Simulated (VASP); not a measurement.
# F2 in VASP: a series of runs, part 2 of 2

VASP 6.6.1. The steps go on from the part before.

**3. Relaxation of the atoms, LDA**

INCAR reads:

```
SYSTEM = F
  ALGO = Normal
  EDIFF = 1E-6
  EDIFFG = -0.01
  ENCUT = 520
  GGA = CA
  IBRION = 2
  ISIF = 2
  ISMEAR = 0
  LASPH = .TRUE.
  LCHARG = .FALSE.
  LREAL = .FALSE.
  LWAVE = .FALSE.
  NELM = 80
  NSW = 80
  PREC = Accurate
  SIGMA = 0.05
```

KPOINTS reads:

```
k-points
0
G
  1 1 1
  0 0 0
```

POSCAR reads:

```
F
1.0
    9.0000000000      0.0000000000      0.0000000000
    0.0000000000      9.5000000000      0.0000000000
    0.0000000000      0.0000000000     10.0000000000
F
2
Direct
    0.5000000000      0.5000000000      0.4290000000
    0.5000000000      0.5000000000      0.5710000000
```

Potentials or basis: VASP PAW LDA potentials, release 64 (F).

Launch:

```bash
> cat potpaw_LDA.64/F/POTCAR > POTCAR
> mpirun -np 1 vasp_gam > vasp.out
```

OUTCAR:

```text
SYSTEM = F
   EDIFF = 1E-6
   EDIFFG = -0.01
   ENCUT = 520
   GGA = CA
   IBRION = 2
   ISIF = 2
   ISMEAR = 0
   LASPH = .TRUE.
   LREAL = .FALSE.
   NELM = 80
   NSW = 80
   PREC = Accurate

 ion  position               nearest neighbor table
   1  0.500  0.500  0.429-   2 1.42
   2  0.500  0.500  0.571-   1 1.42

  LATTYP: Found a simple orthorhombic cell.
 ALAT       =     9.0000000000
 B/A-ratio  =     1.0555555556
 C/A-ratio  =     1.1111111111

  Lattice vectors:

 A1 = (   9.0000000000,   0.0000000000,   0.0000000000)
 A2 = (   0.0000000000,   9.5000000000,   0.0000000000)
 A3 = (   0.0000000000,   0.0000000000,  10.0000000000)

Analysis of symmetry for initial positions (statically):
=====================================================================
 Subroutine PRICEL returns:
 Original cell was already a primitive cell.

 Routine SETGRP: Setting up the symmetry group for a
 simple orthorhombic supercell.

 Subroutine GETGRP returns: Found  8 space group operations
 (whereof  8 operations were pure point group operations)
 out of a pool of  8 trial point group operations.

The static configuration has the point symmetry D_2h.

Analysis of symmetry for dynamics (positions and initial velocities):
=====================================================================
 Subroutine PRICEL returns:
 Original cell was already a primitive cell.

 Routine SETGRP: Setting up the symmetry group for a
 simple orthorhombic supercell.

 Subroutine GETGRP returns: Found  8 space group operations
 (whereof  8 operations were pure point group operations)
 out of a pool of  8 trial point group operations.

The dynamic configuration has the point symmetry D_2h.

 Subroutine INISYM returns: Found  8 space group operations
 (whereof  8 operations are pure point group operations),
 and found     1 'primitive' translations

----------------------------------------------------------------------------------------

                                     Primitive cell

  volume of cell :     855.0000

  direct lattice vectors                    reciprocal lattice vectors
     9.000000000  0.000000000  0.000000000     0.111111111  0.000000000  0.000000000
     0.000000000  9.500000000  0.000000000     0.000000000  0.105263158  0.000000000
     0.000000000  0.000000000 10.000000000     0.000000000  0.000000000  0.100000000

  length of vectors
     9.000000000  9.500000000 10.000000000     0.111111111  0.105263158  0.100000000

  position of ions in fractional coordinates (direct lattice)
     0.500000000  0.500000000  0.429000000
     0.500000000  0.500000000  0.571000000

  ion indices of the primitive-cell ions
   primitive index   ion index
                 1           1
                 2           2

----------------------------------------------------------------------------------------

 KPOINTS: k-points

Automatic generation of k-mesh.
 Grid dimensions read from file:
 generate k-points for:    1    1    1

 Generating k-lattice:

  Cartesian coordinates                     Fractional coordinates (reciprocal lattice)
     0.111111111  0.000000000  0.000000000     1.000000000  0.000000000  0.000000000
     0.000000000  0.105263158  0.000000000     0.000000000  1.000000000  0.000000000
     0.000000000  0.000000000  0.100000000     0.000000000  0.000000000  1.000000000

  Length of vectors
     0.111111111  0.105263158  0.100000000

  Shift w.r.t. Gamma in fractional coordinates (k-lattice)
     0.000000000  0.000000000  0.000000000

 Subroutine IBZKPT returns following result:
 ===========================================

 Found      1 irreducible k-points:

 Following reciprocal coordinates:
            Coordinates               Weight
  0.000000  0.000000  0.000000      1.000000
   k-points           NKPTS =      1   k-points in BZ     NKDIM =      1   number of bands    NBANDS=     11
   number of dos      NEDOS =    301   number of ions     NIONS =      2
   total plane-waves  NPLWV = 403200
   dimension x,y,z NGX =    70 NGY =   72 NGZ =   80
   dimension x,y,z NGXF=   140 NGYF=  144 NGZF=  160
   ions per type =               2
   NGX,Y,Z   is equivalent  to a cutoff of  12.93, 12.60, 13.30 a.u.
   NGXF,Y,Z  is equivalent  to a cutoff of  25.86, 25.20, 26.60 a.u.
 SYSTEM =  F
   PREC   = accura    normal or accurate (medium, high low for compatibility)
   ISTART =      0    job   : 0-new  1-cont  2-samecut
   ICHARG =      2    charge: 1-file 2-atom 10-const
   ISPIN  =      1    spin polarized calculation?
   LNONCOLLINEAR =      F non collinear calculations
   LSORBIT =      F    spin-orbit coupling
   LASPH  =      T    aspherical Exc in radial PAW
   ENCUT  =  520.0 eV  38.22 Ry    6.18 a.u.  16.73 17.66 18.59*2*pi/ulx,y,z
   NELM   =     80;   NELMIN=  2; NELMDL= -5     # of ELM steps
   EDIFF  = 0.1E-05   stopping-criterion for ELM
   LREAL  =      F    real-space projection
   EDIFFG = -.1E-01   stopping-criterion for IOM
   NSW    =     80    number of steps for IOM
   IBRION =      2    ionic relax: 0-MD 1-quasi-New 2-CG
   NFREE  =      1    steps in history (QN), initial steepest desc. (CG)
   ISIF   =      2    stress and relaxation
   ISYM   =      2    0-nonsym 1-usesym 2-fastsym
   POTIM  = 0.5000    time-step for ionic-motion
   TEBEG  =    0.0;   TEEND  =   0.0 temperature during run
   PSTRESS=    0.0 pullay stress
   NELECT =      14.0000    total number of electrons
   NUPDOWN=      -1.0000    fix difference up-down
   EMIN   =  10.00;   EMAX   =-10.00  energy-range for DOS
   EFERMI =   0.00;   METHOD = LEGACY
   ISMEAR =     0;   SIGMA  =   0.05  broadening in eV -4-tet -1-fermi 0-gaus
   EFERMI_NEDOS =   21; number of points for ismear=-14 and -15
   IALGO  =     38    algorithm
   IMIX   =      4    mixing-type and parameters
     AMIX     =   0.40;   BMIX     =  1.00
     AMIX_MAG =   1.60;   BMIX_MAG =  1.00
  volume/ion in A,a.u.               =     427.50      2884.91
  Fermi-wavevector in a.u.,A,eV,Ry     =   0.415715  0.785587  2.351342  0.172819
  Thomas-Fermi vector in A             =   1.374838
   LORBIT       =      0    0 simple, 1 ext, 2 COOP (PROOUT), +10 PAW based schemes
   GGA     = CA    functional components
   LHFCALC =     F    Hartree Fock is set to
   AEXX    =    0.0000 exact exchange contribution
   IVDW    =     0    specifies the selected vdW correction
   LEPSILON=     F    determine dielectric tensor
   LRPA    =     F    only Hartree local field effects (RPA)
 conjugate gradient relaxation of ions
 non-spin polarized calculation
 Gauss-broadening in eV      SIGMA  =   0.05
  energy-cutoff  :      520.00
  volume of cell :      855.00
 maximum number of plane-waves:     11510
 NGX is ok and might be reduce to    70
   NGX = 33   NGY = 35   NGZ = 37

--------------------------------------- Ionic step        1  -------------------------------------------

 number of electron      13.9999996 magnetization

 Free energy of the ion-electron system (eV)
  ---------------------------------------------------
  ext. energy  EPLUGINS =         0.00000000
  ---------------------------------------------------
  free energy    TOTEN  =        -4.09521164 eV

  energy without entropy =       -4.09521164  energy(sigma->0) =       -4.09521164

------------------------ aborting loop because EDIFF is reached ----------------------------------------

  FORCE on cell =-STRESS in cart. coord.  units (eV):
  Direction    XX          YY          ZZ          XY          YZ          ZX
  --------------------------------------------------------------------------------------
  -------------------------------------------------------------------------------------
  Total       -0.1078587     -0.1069364     -1.2053580     -0.0000000      0.0000000      0.0000000
  in kB       -0.2021154     -0.2003872     -2.2587102     -0.0000000      0.0000000      0.0000000
  external PRESSURE =      -0.8870710 kB  Pullay stress =       0.0000000 kB
[... 57 lines left out ...]
  energy  without entropy=       -4.0388054062  energy(sigma->0) =       -4.03880541

--------------------------------------- Ionic step        3  -------------------------------------------

 number of electron      13.9999997 magnetization

 Free energy of the ion-electron system (eV)
  ---------------------------------------------------
  ext. energy  EPLUGINS =         0.00000000
  ---------------------------------------------------
  free energy    TOTEN  =        -4.10371339 eV

  energy without entropy =       -4.10371339  energy(sigma->0) =       -4.10371339

 E-fermi :  -9.1175     XC(G=0):  -0.5872

 val. band max:       -9.4235929423   @ k =   0.0000   0.0000   0.0000
 cond. band min:      -5.9136283210   @ k =   0.0000   0.0000   0.0000
 fundamental gap:      3.5099646213
 Fermi energy:        -9.1174858728

 k-point     1 :       0.0000    0.0000    0.0000
  band No.  band energies     occupation
      1     -34.0299      2.00000
      2     -27.2281      2.00000
      3     -15.6418      2.00000
      4     -12.9963      2.00000
      5     -12.9963      2.00000
      6      -9.4236      2.00000
      7      -9.4236      2.00000
      8      -5.9136      0.00000
      9      -0.2479      0.00000
     10       1.2600      0.00000
     11       1.2672      0.00000
[... 27 lines left out ...]
  FREE ENERGIE OF THE ION-ELECTRON SYSTEM (eV)
  ---------------------------------------------------
  free  energy   TOTEN  =        -4.1037133858 eV

  energy  without entropy=       -4.1037133858  energy(sigma->0) =       -4.10371339

 reached required accuracy - stopping structural energy minimisation
```

It took 25 s on 1 thread of AMD EPYC 9R45 (Zen 5), shared host; peak memory 0.49 GiB.

What came out:

```
Free energy                     : -4.1037 eV
Energy gained by relaxing       : 4.3 meV/atom
Ionic steps                     : 3
Largest force after relaxing    : 0.005 eV/Å
Gap between the frontier levels : 3.51 eV
```

Forces on the atoms (eV/Å):
```
F    0.000  0.000 -0.005
F    0.000  0.000  0.005
```

The path:
```tsv
step	energy change (eV)	largest force (eV/Å)	pressure (GPa)
1	0.0000	0.7830	-0.09
2	0.0564	2.5305	0.19
3	-0.0085	0.0050	-0.02
```

Final structure:
```
F
1.0
     9.00000    0.00000    0.00000
     0.00000    9.50000    0.00000
     0.00000    0.00000   10.00000
F
2
Direct
  0.50000 0.50000 0.43007
  0.50000 0.50000 0.56993
```

**4. Single point, LDA**

INCAR reads:

```
PREC = Accurate ; ENCUT = 910
EDIFF = 1E-6 ; ISMEAR = 0
SIGMA = 0.05 ; LREAL = False
LASPH = True ; NELM = 120
ALGO = Normal ; ISIF = 2
LWAVE = False ; LCHARG = True
LELF = True ; LVHAR = True
NBANDS = 14 ; GGA_COMPAT = False
NELMDL = -8
```

KPOINTS reads:

```
regular mesh
0
Gamma
  1 1 1
```

POSCAR reads:

```
F
1.0
    9.0000000000      0.0000000000      0.0000000000
    0.0000000000      9.5000000000      0.0000000000
    0.0000000000      0.0000000000     10.0000000000
F
2
Direct
    0.5000000000      0.5000000000      0.4307971897
    0.5000000000      0.5000000000      0.5692028103
```

Potentials or basis: VASP PAW LDA potentials, release 64 (F_h).

Launch:

```bash
> cat potpaw_LDA.64/F_h/POTCAR > POTCAR
> mpirun -np 1 vasp_gam > vasp.out
```

OUTCAR:

```text
PREC = Accurate
   ENCUT = 910
   EDIFF = 1E-6
   ISMEAR = 0
   LREAL = False
   LASPH = True
   NELM = 120
   ISIF = 2
   NELMDL = -8

 ion  position               nearest neighbor table
   1  0.500  0.500  0.431-   2 1.38
   2  0.500  0.500  0.569-   1 1.38

  LATTYP: Found a simple orthorhombic cell.
 ALAT       =     9.0000000000
 B/A-ratio  =     1.0555555556
 C/A-ratio  =     1.1111111111

  Lattice vectors:

 A1 = (   9.0000000000,   0.0000000000,   0.0000000000)
 A2 = (   0.0000000000,   9.5000000000,   0.0000000000)
 A3 = (   0.0000000000,   0.0000000000,  10.0000000000)

Analysis of symmetry for initial positions (statically):
=====================================================================
 Subroutine PRICEL returns:
 Original cell was already a primitive cell.

 Routine SETGRP: Setting up the symmetry group for a
 simple orthorhombic supercell.

 Subroutine GETGRP returns: Found  8 space group operations
 (whereof  8 operations were pure point group operations)
 out of a pool of  8 trial point group operations.

[... 137 lines left out ...]
  energy without entropy =       -4.19922131  energy(sigma->0) =       -4.19922131

 E-fermi :  -9.0486     XC(G=0):  -0.5974

 val. band max:       -9.3301898515   @ k =   0.0000   0.0000   0.0000
 cond. band min:      -5.5440094229   @ k =   0.0000   0.0000   0.0000
 fundamental gap:      3.7861804286
 Fermi energy:        -9.0486403230

 k-point     1 :       0.0000    0.0000    0.0000
  band No.  band energies     occupation
      1     -34.1590      2.00000
      2     -27.1154      2.00000
      3     -15.6868      2.00000
      4     -13.0524      2.00000
      5     -13.0523      2.00000
      6      -9.3303      2.00000
      7      -9.3302      2.00000
      8      -5.5440      0.00000
      9      -0.2330      0.00000
     10       1.2647      0.00000
     11       1.2782      0.00000
     12       1.4339      0.00000
     13       1.5904      0.00000
     14       1.6044      0.00000

------------------------ aborting loop because EDIFF is reached ----------------------------------------

  FORCE on cell =-STRESS in cart. coord.  units (eV):
  Direction    XX          YY          ZZ          XY          YZ          ZX
  --------------------------------------------------------------------------------------
  -------------------------------------------------------------------------------------
  Total       -0.2070409     -0.2010090      0.0414425      0.0000000      0.0000000      0.0000000
  in kB       -0.3879722     -0.3766691      0.0776588      0.0000000      0.0000000      0.0000000
  external PRESSURE =      -0.2289942 kB  Pullay stress =       0.0000000 kB

 VOLUME and BASIS-vectors are now :
 -----------------------------------------------------------------------------
  energy-cutoff  :      910.00
  volume of cell :      855.00
      direct lattice vectors                 reciprocal lattice vectors
     9.000000000  0.000000000  0.000000000     0.111111111  0.000000000  0.000000000
     0.000000000  9.500000000  0.000000000     0.000000000  0.105263158  0.000000000
     0.000000000  0.000000000 10.000000000     0.000000000  0.000000000  0.100000000

 POSITION                                       TOTAL-FORCE (eV/Angst)
 -----------------------------------------------------------------------------------
      4.50000      4.75000      4.30797         0.000000      0.000000     -0.123901
      4.50000      4.75000      5.69203         0.000000      0.000000      0.123901
 -----------------------------------------------------------------------------------
    total drift:                                0.000000     -0.000000      0.000000

  FREE ENERGIE OF THE ION-ELECTRON SYSTEM (eV)
  ---------------------------------------------------
  free  energy   TOTEN  =        -4.1992213078 eV

  energy  without entropy=       -4.1992213078  energy(sigma->0) =       -4.19922131
```

It took 84 s on 1 thread of Intel Xeon 6975P-C (Granite Rapids), shared host; peak memory 0.81 GiB.

What came out:

```yaml
Free_energy: -4.1992 eV
Largest_force: 0.124 eV/Å
Gap_between_the_frontier_levels: 3.79 eV
```

Forces in eV/Å, atoms in the order of the input:
```
F    0.000  0.000 -0.124
F    0.000  0.000  0.124
```

Levels at points of the mesh, in eV from the valence-band top:
```tsv
k point	band 4	band 5	band 6	band 7	band 8	band 9	band 10	band 11
(0.00, 0.00, 0.00)	-3.72	-3.72	0.00	0.00	3.79	9.10	10.59	10.61
```

Caveat: the cutoff is under 1.25 times the usual one of these potentials, so pressure, stress and relaxed cells hold a basis-set (Pulay) error.

**5. Overview**

```csv
task,potentials or basis,cell,cutoff (eV),second run,gap on the mesh (eV),largest force (eV/Å)
single point,"VASP PAW LDA potentials, release 64 (F)",as given,520,-,3.70,0.60
relaxation of the atoms,"VASP PAW LDA potentials, release 64 (F)",atoms relaxed,520,-,3.51,-
single point,"VASP PAW LDA potentials, release 64 (F_h)",as given,910,hard_potentials,3.79,0.12
```

Alike in all rows: level LDA; no spin polarisation; k mesh 1 × 1 × 1; smearing gaussian 0.05 eV.

Caveats: the cutoff is under 1.25 times the usual one of these potentials, so pressure, stress and relaxed cells hold a basis-set (Pulay) error (some runs).

Total energies depend on the potentials used, so only differences within one code and one set of settings carry meaning.
